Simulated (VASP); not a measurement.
# BN (P6_3mc) in VASP: a series of runs, part 2 of 2

VASP 6.6.1. Earlier steps stand in the parts before.

## 3. Single point, r2SCAN (strain +0.0100 x Voigt [1, 1, 0, 0, 0, 0])

Contents of POSCAR:

```
BN
1.0
    2.5794789977      0.0000000000      0.0000000000
   -1.2897394989      2.2338943405      0.0000000000
    0.0000000000      0.0000000000      4.2268550000
B N
2 2
Direct
    0.6666666667      0.3333333333      0.9997240000
    0.3333333333      0.6666666667      0.4997240000
    0.6666666667      0.3333333333      0.6252760000
    0.3333333333      0.6666666667      0.1252760000
```

Contents of INCAR.step1:

```
SYSTEM = BN
ALGO = Normal ; EDIFF = 1E-4
ENCUT = 520 ; GGA = PE
ISMEAR = 0 ; LASPH = .TRUE.
LCHARG = .FALSE. ; LREAL = .FALSE.
LWAVE = .TRUE. ; NBANDS = 16
NELM = 100 ; PREC = Accurate
SIGMA = 0.05
```

Contents of INCAR.step2:

```
SYSTEM = BN
ALGO = Normal ; EDIFF = 1E-6
ENCUT = 520 ; ISIF = 2
ISMEAR = 0 ; ISTART = 1
LASPH = .TRUE. ; LCHARG = .FALSE.
LMIXTAU = .TRUE. ; LREAL = .FALSE.
LWAVE = .FALSE. ; METAGGA = R2SCAN
NBANDS = 16 ; NELM = 100
PREC = Accurate ; SIGMA = 0.05
```

Contents of KPOINTS:

```
k-points
0
G
  12 12 6
  0 0 0
```

Potentials or basis: VASP PAW PBE potentials, release 64 (B, N).

Run with:

```console
$ cat potpaw_PBE.64/B/POTCAR potpaw_PBE.64/N/POTCAR > POTCAR
$ cp INCAR.step1 INCAR
$ mpirun -np 1 vasp_std > vasp.out
$ cp INCAR.step2 INCAR
$ mpirun -np 1 vasp_std > vasp.out
```

OUTCAR:

```text
SYSTEM = BN
   EDIFF = 1E-6
   ENCUT = 520
   ISIF = 2
   ISMEAR = 0
   ISTART = 1
   LASPH = .TRUE.
   LREAL = .FALSE.
   METAGGA = R2SCAN
   NELM = 100
   PREC = Accurate

 ion  position               nearest neighbor table
   1  0.667  0.333  1.000-   4 1.58   4 1.58   4 1.58   3 1.58
   2  0.333  0.667  0.500-   3 1.58   3 1.58   3 1.58   4 1.58
   3  0.667  0.333  0.625-   2 1.58   2 1.58   2 1.58   1 1.58
   4  0.333  0.667  0.125-   1 1.58   1 1.58   1 1.58   2 1.58

  LATTYP: Found a hexagonal cell.
 ALAT       =     2.5794789977
 C/A-ratio  =     1.6386467980

  Lattice vectors:

 A1 = (   2.5794789977,   0.0000000000,   0.0000000000)
 A2 = (  -1.2897394989,   2.2338943405,   0.0000000000)
 A3 = (   0.0000000000,   0.0000000000,   4.2268550000)

Analysis of symmetry for initial positions (statically):
=====================================================================
 Subroutine PRICEL returns:
 Original cell was already a primitive cell.

 Routine SETGRP: Setting up the symmetry group for a
 hexagonal supercell.

 Subroutine GETGRP returns: Found 12 space group operations
 (whereof  6 operations were pure point group operations)
 out of a pool of 24 trial point group operations.

The static configuration has the point symmetry C_3v.
 The point group associated with its full space group is C_6v.

Analysis of symmetry for dynamics (positions and initial velocities):
=====================================================================
 Subroutine PRICEL returns:
 Original cell was already a primitive cell.

 Routine SETGRP: Setting up the symmetry group for a
 hexagonal supercell.

 Subroutine GETGRP returns: Found 12 space group operations
 (whereof  6 operations were pure point group operations)
 out of a pool of 24 trial point group operations.

The dynamic configuration has the point symmetry C_3v.
 The point group associated with its full space group is C_6v.

 Subroutine INISYM returns: Found 12 space group operations
 (whereof  6 operations are pure point group operations),
 and found     1 'primitive' translations

----------------------------------------------------------------------------------------

                                     Primitive cell

  volume of cell :      24.3563

  direct lattice vectors                    reciprocal lattice vectors
     2.579478998  0.000000000  0.000000000     0.387675186  0.223824373  0.000000000
    -1.289739499  2.233894341  0.000000000     0.000000000  0.447648746  0.000000000
     0.000000000  0.000000000  4.226855000     0.000000000  0.000000000  0.236582518

  length of vectors
     2.579478998  2.579478998  4.226855000     0.447648746  0.447648746  0.236582518

  position of ions in fractional coordinates (direct lattice)
     0.666666667  0.333333333  0.999724000
     0.333333333  0.666666667  0.499724000
     0.666666667  0.333333333  0.625276000
     0.333333333  0.666666667  0.125276000

  ion indices of the primitive-cell ions
   primitive index   ion index
                 1           1
                 2           2
                 3           3
                 4           4

----------------------------------------------------------------------------------------

 KPOINTS: k-points

Automatic generation of k-mesh.
 Grid dimensions read from file:
 generate k-points for:   12   12    6

 Generating k-lattice:

  Cartesian coordinates                     Fractional coordinates (reciprocal lattice)
     0.032306265  0.018652031  0.000000000     0.083333333  0.000000000  0.000000000
     0.000000000  0.037304062  0.000000000     0.000000000  0.083333333  0.000000000
     0.000000000  0.000000000  0.039430420     0.000000000  0.000000000  0.166666667

  Length of vectors
     0.037304062  0.037304062  0.039430420

  Shift w.r.t. Gamma in fractional coordinates (k-lattice)
     0.000000000  0.000000000  0.000000000

 Subroutine IBZKPT returns following result:
 ===========================================

 Found     76 irreducible k-points:

 Following reciprocal coordinates:
            Coordinates               Weight
  0.000000  0.000000  0.000000      1.000000
  0.083333  0.000000  0.000000      6.000000
  0.166667  0.000000  0.000000      6.000000
  0.250000  0.000000  0.000000      6.000000
  0.333333  0.000000  0.000000      6.000000
  0.416667  0.000000  0.000000      6.000000
[... 16 lines left out ...]
  0.250000  0.000000  0.166667     12.000000
  0.333333  0.000000  0.166667     12.000000
 [... further k-points ...]
   k-points           NKPTS =     76   k-points in BZ     NKDIM =     76   number of bands    NBANDS=     16
   number of dos      NEDOS =    301   number of ions     NIONS =      4
   total plane-waves  NPLWV =  12800
   dimension x,y,z NGX =    20 NGY =   20 NGZ =   32
   dimension x,y,z NGXF=    40 NGYF=   40 NGZF=   64
   ions per type =               2   2
   NGX,Y,Z   is equivalent  to a cutoff of  12.89, 12.89, 12.59 a.u.
   NGXF,Y,Z  is equivalent  to a cutoff of  25.78, 25.78, 25.17 a.u.
 SYSTEM =  BN
   PREC   = accura    normal or accurate (medium, high low for compatibility)
   ISTART =      1    job   : 0-new  1-cont  2-samecut
   ICHARG =      0    charge: 1-file 2-atom 10-const
   ISPIN  =      1    spin polarized calculation?
   LNONCOLLINEAR =      F non collinear calculations
   LSORBIT =      F    spin-orbit coupling
   LASPH  =      T    aspherical Exc in radial PAW
   ENCUT  =  520.0 eV  38.22 Ry    6.18 a.u.   4.80  4.80  7.86*2*pi/ulx,y,z
   NELM   =    100;   NELMIN=  2; NELMDL=  0     # of ELM steps
   EDIFF  = 0.1E-05   stopping-criterion for ELM
   LREAL  =      F    real-space projection
[... 7 lines left out ...]
   TEBEG  =    0.0;   TEEND  =   0.0 temperature during run
   PSTRESS=    0.0 pullay stress
   NELECT =      16.0000    total number of electrons
   NUPDOWN=      -1.0000    fix difference up-down
   EMIN   =  10.00;   EMAX   =-10.00  energy-range for DOS
   EFERMI =   0.00;   METHOD = LEGACY
   ISMEAR =     0;   SIGMA  =   0.05  broadening in eV -4-tet -1-fermi 0-gaus
   EFERMI_NEDOS =   21; number of points for ismear=-14 and -15
   IALGO  =     38    algorithm
   IMIX   =      4    mixing-type and parameters
     AMIX     =   0.40;   BMIX     =  1.00
     AMIX_MAG =   1.60;   BMIX_MAG =  1.00
  volume/ion in A,a.u.               =       6.09        41.09
  Fermi-wavevector in a.u.,A,eV,Ry     =   1.423129  2.689323 27.555814  2.025295
  Thomas-Fermi vector in A             =   2.543759
   LORBIT       =      0    0 simple, 1 ext, 2 COOP (PROOUT), +10 PAW based schemes
   METAGGA = R2SCAN    functional components
   LHFCALC =     F    Hartree Fock is set to
   AEXX    =    0.0000 exact exchange contribution
   IVDW    =     0    specifies the selected vdW correction
   LEPSILON=     F    determine dielectric tensor
   LRPA    =     F    only Hartree local field effects (RPA)
 non-spin polarized calculation
 Gauss-broadening in eV      SIGMA  =   0.05
  energy-cutoff  :      520.00
  volume of cell :       24.36
 maximum number of plane-waves:       668
 NGX is ok and might be reduce to    20
   NGX =  9   NGY =  9   NGZ = 15

 number of electron      16.0000000 magnetization

 Free energy of the ion-electron system (eV)
  ---------------------------------------------------
  ext. energy  EPLUGINS =         0.00000000
  ---------------------------------------------------
  free energy    TOTEN  =       -38.23974034 eV

  energy without entropy =      -38.23974034  energy(sigma->0) =      -38.23974034

 E-fermi :   7.2770     XC(G=0): -13.4744

 val. band max:        7.0243488420   @ k =   0.0000   0.0000   0.0000
 cond. band min:      12.8065282398   @ k =   0.3333   0.3333   0.0000
 fundamental gap:      5.7821793978
 Fermi energy:         7.2770023782

 k-point     1 :       0.0000    0.0000    0.0000
  band No.  band energies     occupation
      1     -14.0875      2.00000
      2      -9.9167      2.00000
      3      -3.9779      2.00000
      4       4.8132      2.00000
      5       4.8132      2.00000
      6       6.7824      2.00000
[... 8 lines left out ...]
     15      19.5353      0.00000
     16      24.1529      0.00000
[... 419 lines left out ...]
 k-point    24 :       0.3333    0.0000    0.1667
  band No.  band energies     occupation
      1     -11.6518      2.00000
      2      -8.9144      2.00000
      3      -1.9490      2.00000
      4      -0.4117      2.00000
      5       0.9218      2.00000
      6       2.6441      2.00000
[... 8 lines left out ...]
     15      23.8128      0.00000
     16      24.0518      0.00000

 [... further k-points ...]
[... 5 lines left out ...]
  --------------------------------------------------------------------------------------
  -------------------------------------------------------------------------------------
  Total       -2.0839573     -2.0839573     -0.7839848      0.0000000      0.0000000     -0.0000000
  in kB     -137.0842078   -137.0842078    -51.5710817      0.0000000      0.0000000     -0.0000000
  external PRESSURE =    -108.5798324 kB  Pullay stress =       0.0000000 kB

 VOLUME and BASIS-vectors are now :
 -----------------------------------------------------------------------------
  energy-cutoff  :      520.00
  volume of cell :       24.36
      direct lattice vectors                 reciprocal lattice vectors
     2.579478998  0.000000000  0.000000000     0.387675186  0.223824373  0.000000000
    -1.289739499  2.233894341  0.000000000     0.000000000  0.447648746  0.000000000
     0.000000000  0.000000000  4.226855000     0.000000000  0.000000000  0.236582518

 POSITION                                       TOTAL-FORCE (eV/Angst)
 -----------------------------------------------------------------------------------
      1.28974      0.74463      4.22569        -0.000000     -0.000000      0.024111
     -0.00000      1.48926      2.11226        -0.000000     -0.000000      0.024111
      1.28974      0.74463      2.64295        -0.000000      0.000000     -0.024111
     -0.00000      1.48926      0.52952         0.000000     -0.000000     -0.024111
 -----------------------------------------------------------------------------------
    total drift:                                0.000000     -0.000000      0.002378

  FREE ENERGIE OF THE ION-ELECTRON SYSTEM (eV)
  ---------------------------------------------------
  free  energy   TOTEN  =       -38.2397403419 eV

  energy  without entropy=      -38.2397403419  energy(sigma->0) =      -38.23974034
```

Run time: 38 s. Hardware: 1 thread of Intel Xeon 6975P-C (Granite Rapids), shared host; peak memory 0.15 GiB.

Results:

- Free energy: -38.2397 eV
- Pressure: -10.9 GPa
- Largest force: 0.024 eV/Å
- Band gap on the k mesh: 5.78 eV, indirect (least direct gap 8.74 eV)

Forces in eV/Å, atoms in the order of the input:
```
B    0.000  0.000  0.024
B    0.000  0.000  0.024
N    0.000  0.000 -0.024
N    0.000  0.000 -0.024
```

Caveat: the cell differs from its parent crystal (strain +0.0100 x Voigt [1, 1, 0, 0, 0, 0]); the PAW data sets were made with another functional, which shifts forces and pressure a little. A k mesh can miss the band edges.

## 4. Single point, r2SCAN (strain +0.0150 x Voigt [1, 1, 0, 0, 0, 0])

POSCAR: that of step 3 with these lines changed.

```diff
@@ -2,4 +2,4 @@
 1.0
-    2.5794789977      0.0000000000      0.0000000000
-   -1.2897394989      2.2338943405      0.0000000000
+    2.5922486957      0.0000000000      0.0000000000
+   -1.2961243479      2.2449532234      0.0000000000
     0.0000000000      0.0000000000      4.2268550000
```

Contents of INCAR.step1:

```
SYSTEM = BN
ALGO     = Normal         ! electronic algorithm
EDIFF    = 1E-4           ! SCF threshold, eV
ENCUT    = 520            ! plane-wave cutoff, eV
GGA      = PE             ! functional
ISMEAR   = 0              ! smearing method
LASPH    = .True.         ! aspherical terms in the spheres
LCHARG   = .False.        ! write CHGCAR
LREAL    = .False.        ! projectors in reciprocal space
LWAVE    = .True.         ! write WAVECAR
NBANDS   = 16             ! bands
NELM     = 100            ! most SCF steps
PREC     = Accurate       ! precision mode
SIGMA    = 0.05           ! smearing width, eV
```

Contents of INCAR.step2:

```
SYSTEM = BN
ALGO     = Normal         ! electronic algorithm
EDIFF    = 1E-6           ! SCF threshold, eV
ENCUT    = 520            ! plane-wave cutoff, eV
ISIF     = 2              ! what is computed and relaxed
ISMEAR   = 0              ! smearing method
ISTART   = 1            
LASPH    = .True.         ! aspherical terms in the spheres
LCHARG   = .False.        ! write CHGCAR
LMIXTAU  = .True.       
LREAL    = .False.        ! projectors in reciprocal space
LWAVE    = .False.        ! write WAVECAR
METAGGA  = R2SCAN         ! meta-GGA
NBANDS   = 16             ! bands
NELM     = 100            ! most SCF steps
PREC     = Accurate       ! precision mode
SIGMA    = 0.05           ! smearing width, eV
```

Contents of KPOINTS:

```
k-points
0
Gamma
  12 12 6
  0 0 0
```

Run with:

```console
$ cat potpaw_PBE.64/B/POTCAR potpaw_PBE.64/N/POTCAR > POTCAR
$ cp INCAR.step1 INCAR
$ mpirun -np 1 vasp_std > vasp.out
$ cp INCAR.step2 INCAR
$ mpirun -np 1 vasp_std > vasp.out
```

Wall time 38 s (1 thread of Intel Xeon 6975P-C (Granite Rapids), shared host); peak memory 0.15 GiB.

It converged, with:

```
Free energy            : -38.2160 eV
Pressure               : -14.2 GPa
Largest force          : 0.021 eV/Å
Band gap on the k mesh : 5.81 eV, indirect (least direct gap 8.65 eV)
```

Forces in eV/Å, atoms in the order of the input:
```
B    0.000  0.000  0.021
B    0.000  0.000  0.021
N    0.000  0.000 -0.021
N    0.000  0.000 -0.021
```

Stress tensor (GPa, compression positive):
```
-18.47   0.00   0.00
  0.00 -18.47   0.00
  0.00   0.00  -5.65
```

Levels at points of the mesh, in eV from the valence-band top:
```tsv
k point	band 5	band 6	band 7	band 8	band 9	band 10	band 11	band 12
(0.00, 0.00, 0.00)	-2.23	-0.23	0.00	0.00	8.76	8.76	9.40	9.53
(0.50, 0.00, 0.00)	-6.99	-5.06	-4.36	-2.05	6.98	8.55	11.04	11.74
(0.00, 0.00, 0.50)	-1.23	-1.23	-1.23	-1.23	9.62	9.62	10.36	10.36
(0.50, 0.00, 0.50)	-3.79	-3.79	-3.52	-3.52	7.06	7.06	10.51	10.51
```

Caveat: the cell differs from its parent crystal (strain +0.0150 x Voigt [1, 1, 0, 0, 0, 0]); the PAW data sets were made with another functional, which shifts forces and pressure a little. A k mesh can miss the band edges.

## 5. Single point, r2SCAN (strain +0.0175 x Voigt [1, 1, 0, 0, 0, 0])

POSCAR: that of step 4 with these lines changed.

```diff
@@ -2,4 +2,4 @@
 1.0
-    2.5922486957      0.0000000000      0.0000000000
-   -1.2961243479      2.2449532234      0.0000000000
+    2.5986335447      0.0000000000      0.0000000000
+   -1.2993167724      2.2504826648      0.0000000000
     0.0000000000      0.0000000000      4.2268550000
```

Contents of INCAR.step1:

```
SYSTEM = BN
ALGO = Normal
EDIFF = 1E-4
ENCUT = 520
GGA = PE
ISMEAR = 0
LASPH = .True.
LCHARG = .False.
LREAL = .False.
LWAVE = .True.
NBANDS = 16
NELM = 100
PREC = Accurate
SIGMA = 0.05
```

Contents of INCAR.step2:

```
SYSTEM = BN
ALGO = Normal
EDIFF = 1E-7
ENCUT = 520
ISIF = 2
ISMEAR = 0
ISTART = 1
LASPH = .True.
LCHARG = .True.
LELF = .True.
LMIXTAU = .True.
LREAL = .False.
LVHAR = .True.
LWAVE = .False.
METAGGA = R2SCAN
NBANDS = 16
NELM = 100
PREC = Accurate
SIGMA = 0.05
```

KPOINTS is that of step 4.

Run with:

```console
$ cat potpaw_PBE.64/B/POTCAR potpaw_PBE.64/N/POTCAR > POTCAR
$ cp INCAR.step1 INCAR
$ mpirun -np 1 vasp_std > vasp.out
$ cp INCAR.step2 INCAR
$ mpirun -np 1 vasp_std > vasp.out
```

Run time: 48 s. Hardware: 1 thread of Intel Xeon 6975P-C (Granite Rapids), shared host; peak memory 0.15 GiB.

The run converged. Its results:

| Quantity | Value |
| --- | --- |
| Free energy | -38.2015 eV |
| Pressure | -15.8 GPa |
| Largest force | 0.019 eV/Å |
| Band gap on the k mesh | 5.82 eV, indirect (least direct gap 8.60 eV) |

Forces on the atoms (eV/Å):
```
B    0.000  0.000  0.019
B    0.000  0.000  0.019
N    0.000  0.000 -0.019
N    0.000  0.000 -0.019
```

Stress tensor (GPa, compression positive):
```
-20.76   0.00   0.00
  0.00 -20.76   0.00
  0.00   0.00  -5.89
```

Levels at points of the mesh, in eV from the valence-band top:
```tsv
k point	band 5	band 6	band 7	band 8	band 9	band 10	band 11	band 12
(0.00, 0.00, 0.00)	-2.23	-0.22	0.00	0.00	8.72	8.72	9.29	9.58
(0.50, 0.00, 0.00)	-6.97	-5.05	-4.35	-2.03	6.94	8.55	11.00	11.68
(0.00, 0.00, 0.50)	-1.24	-1.24	-1.24	-1.24	9.54	9.54	10.32	10.32
(0.50, 0.00, 0.50)	-3.77	-3.77	-3.50	-3.50	7.04	7.04	10.49	10.49
```

Caveat: the cell differs from its parent crystal (strain +0.0175 x Voigt [1, 1, 0, 0, 0, 0]); the PAW data sets were made with another functional, which shifts forces and pressure a little. A k mesh can miss the band edges.

## 6. Overview

| cell | gap on the mesh (eV) | pressure (GPa) | largest force (eV/Å) |
| --- | --- | --- | --- |
| a = 2.567, b = 2.567, c = 4.227 Å, angles 90.0, 90.0, 120.0°, 4 atoms | 5.75 | -7.4 | 0.02 |
| a = 2.579, b = 2.579, c = 4.227 Å, angles 90.0, 90.0, 120.0°, 4 atoms | 5.78 | -10.9 | 0.02 |
| a = 2.592, b = 2.592, c = 4.227 Å, angles 90.0, 90.0, 120.0°, 4 atoms | 5.81 | -14.2 | 0.02 |
| a = 2.599, b = 2.599, c = 4.227 Å, angles 90.0, 90.0, 120.0°, 4 atoms | 5.82 | -15.8 | 0.02 |

Alike in all rows: task single point; level r2SCAN; potentials or basis VASP PAW PBE potentials, release 64 (B, N); no spin polarisation; k mesh 12 × 12 × 6; cutoff (eV) 520; smearing gaussian 0.05 eV.

Caveats: the PAW data sets were made with another functional, which shifts forces and pressure a little.

Absolute energies hang on the potentials; compare differences alone.
